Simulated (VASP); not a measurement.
Write the native input for VASP 6.6.1 that does the following.

```
Task                   : single point
Functional             : r2SCAN
Potentials or basis    : VASP PAW PBE potentials, release 64 (Pt)
Cutoff                 : 520 eV
k mesh                 : 22 × 22 × 22
Occupations            : gaussian, width 0.15 eV
Spin                   : no spin polarisation
Dipole correction      : no
Further INCAR settings : ALGO = Normal; EDIFF = 1e-07; NBANDS = 11
```

The system is Pt.

```
Pt
1.0
    -1.60006    1.60006    1.58422
     1.60006   -1.60006    1.58422
     1.56838    1.56838   -1.58422
Pt
1
Direct
  0.00000 0.00000 0.00000
```

This cell differs from its parent crystal: strain -0.0200 x Voigt [0, 0, 0, 0, 0, 1].

One way to write it, as run:

POSCAR

```
Pt
1.0
   -1.6000622000      1.6000622000      1.5842200000
    1.6000622000     -1.6000622000      1.5842200000
    1.5683778000      1.5683778000     -1.5842200000
Pt
1
Direct
    0.0000000000      0.0000000000      0.0000000000
```

INCAR.step1

```
PREC = Accurate
ENCUT = 520
ISMEAR = 0
SIGMA = 0.15
LREAL = False
LASPH = True
NELM = 60
NBANDS = 11
GGA = PE
ALGO = Normal
EDIFF = 1E-4
LWAVE = True
LCHARG = False
```

INCAR.step2

```
PREC = Accurate
ENCUT = 520
EDIFF = 1E-7
ISMEAR = 0
SIGMA = 0.15
LREAL = False
LASPH = True
NELM = 60
ALGO = Normal
ISIF = 2
LWAVE = False
LCHARG = False
METAGGA = R2SCAN
LMIXTAU = True
NBANDS = 11
ISTART = 1
```

KPOINTS

```
regular mesh
0
Gamma
  22 22 22
```

Potentials or basis: VASP PAW PBE potentials, release 64 (Pt).

The run is started by

```bash
$ cat potpaw_PBE.64/Pt/POTCAR > POTCAR
$ cp INCAR.step1 INCAR
$ mpirun -np 1 vasp_std > vasp.out
$ cp INCAR.step2 INCAR
$ mpirun -np 1 vasp_std > vasp.out
```

Results of the run:

| Quantity | Value |
| --- | --- |
| Pressure | -5.8 GPa |
| Band gap on the k mesh | zero (bands 5 and 6 overlap by 2.38 eV) |

Caveat: the cell differs from its parent crystal (strain -0.0200 x Voigt [0, 0, 0, 0, 0, 1]); the cell stands under tension; the PAW data sets were made with another functional, which shifts forces and pressure a little; spin-orbit coupling is left out, which moves the levels of the heavy elements.

Wall time 19 min on 1 thread of Oxide Virtual Turin-like Processor (shared host), peak memory 0.34 GiB.
